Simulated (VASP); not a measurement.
Fe2C3, 5 atoms in the cell. It takes space group P-3m1 (No. 164, trigonal). Conventional cell: a = 2.615 Å, b = 2.615 Å, c = 6.690 Å, α = 90.00°, β = 90.00°, γ = 120.00°. Fe (site symmetry 3m) has 4 C at 1.89 to 2.08 Å within 2.5 Å. C (site symmetry -3m) has 6 Fe at 1.89 Å within 2.5 Å. Within 2.0 Å of C (site symmetry 3m) lie 3 C at 1.53 Å. 

| Quantity | Value |
| --- | --- |
| Program | VASP 6.6.1 |
| Task | single point |
| Functional | PBE |
| Potentials or basis | VASP PAW PBE potentials, release 64 (Fe_sv, C) |
| Cutoff | 700 eV |
| k mesh | 6 × 6 × 4 |
| Occupations | gaussian, width 0.1 eV |
| Spin | collinear spin, ferromagnetic start |
| Starting moments | [0.29, 0.29, 0.0, 0.0, 0.0] μB |
| Dipole correction | no |
| Further INCAR settings | ALGO = Normal; EDIFF = 1e-06; NBANDS = 34 |

Potentials or basis: VASP PAW PBE potentials, release 64 (Fe_sv, C).

Run with:

```console
$ cat potpaw_PBE.64/Fe_sv/POTCAR potpaw_PBE.64/C/POTCAR > POTCAR
$ mpirun -np 1 vasp_std > vasp.out
```

Hardware: 1 thread of Intel(R) Xeon(R) 6975P-C (Granite Rapids), with other jobs on the host.

Q: Estimate the wall time of this run.

A: Run time: 56 s on 1 thread of Intel(R) Xeon(R) 6975P-C (Granite Rapids), on a shared host, peak memory 0.23 GiB. Counts: scf iterations 15, k points 24.
